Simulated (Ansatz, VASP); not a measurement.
Two plane-wave programs on Sn

```
CELL_PARAMETERS angstrom
0.00000 3.24560 3.24560
3.24560 0.00000 3.24560
3.24560 3.24560 0.00000
ATOMIC_POSITIONS crystal
Sn 0.50000 0.50000 0.50000
Sn 0.75000 0.75000 0.75000
```

Alike in both runs: task single point; functional PBEsol; k mesh 14 × 14 × 14; occupations gaussian, width 0.15 eV; no spin polarisation.

|  | VASP | Ansatz |
| --- | --- | --- |
| version | VASP 6.6.1 | Ansatz 0.2.0 |
| potentials or method | VASP PAW PBE potentials, release 64 (Sn_d), cutoff 520 eV | scalar-relativistic, plane waves, PAW |
| valence electrons in the cell | 28 | 28 |

VASP gave:

```
gap on the k mesh at the Fermi level (eV) : none
pressure (GPa)                            : 0.9
```

Q: What did Ansatz give for the same quantities?

A: gap on the k mesh at the Fermi level (eV): none; pressure (GPa): 1.0.

VASP's potentials were made for PBE, not for PBEsol. A gap of «none» marks a metal or a gap that the smearing closes.
